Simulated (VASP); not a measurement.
A run of VASP 6.6.1 is set up as follows.

POSCAR

```
MnS
1.0
    0.0000000000      2.7657215994      2.7657215994
    2.7657215994      0.0000000000      2.7657215994
    2.7657215994      2.7657215994      0.0000000000
Mn S
1 1
Direct
    0.0000000000      0.0000000000      0.0000000000
    0.2500000000      0.2500000000      0.2500000000
```

INCAR.step1

```
PREC = Accurate
ENCUT = 520
ISMEAR = 0
SIGMA = 0.02
LREAL = F
LASPH = T
NELM = 150
ISPIN = 2
MAGMOM = 4.76 0.12
LMAXMIX = 4
NBANDS = 20
GGA = PE
ALGO = Normal
EDIFF = 1E-4
LWAVE = T
LCHARG = F
```

File INCAR.step2:

```
PREC = Accurate
ENCUT = 520
EDIFF = 1E-6
ISMEAR = 0
SIGMA = 0.02
LREAL = F
LASPH = T
NELM = 150
ALGO = Normal
ISIF = 2
LWAVE = F
LCHARG = F
ISPIN = 2
MAGMOM = 4.76 0.12
LORBIT = 11
LMAXMIX = 4
METAGGA = R2SCAN
LMIXTAU = T
NBANDS = 20
ISTART = 1
```

Contents of KPOINTS:

```
Automatic mesh
0
Gamma
  12 12 12
```

Potentials or basis: VASP PAW PBE potentials, release 64 (Mn_pv, S).

The run is started by

```console
$ cat potpaw_PBE.64/Mn_pv/POTCAR potpaw_PBE.64/S/POTCAR > POTCAR
$ cp INCAR.step1 INCAR
$ mpirun -np 1 vasp_std > vasp.out
$ cp INCAR.step2 INCAR
$ mpirun -np 1 vasp_std > vasp.out
```

Task: Estimate the pressure.

Result: 4.8 GPa.

Task: Predict the net moment.

Result: 5.00 μB per cell.

Task: What does it give for the site moments?

Result: Mn +4.45; S +0.08 μB.

Task: What does it give for the band gap on the k mesh?

Result: 0.33 eV (least direct gap 1.26 eV).

Caveat: the cell stands under pressure; the PAW data sets were made with another functional, which shifts forces and pressure a little; a cell with one magnetic atom can't hold antiferromagnetic order, which such compounds often take. A k mesh can miss the band edges.
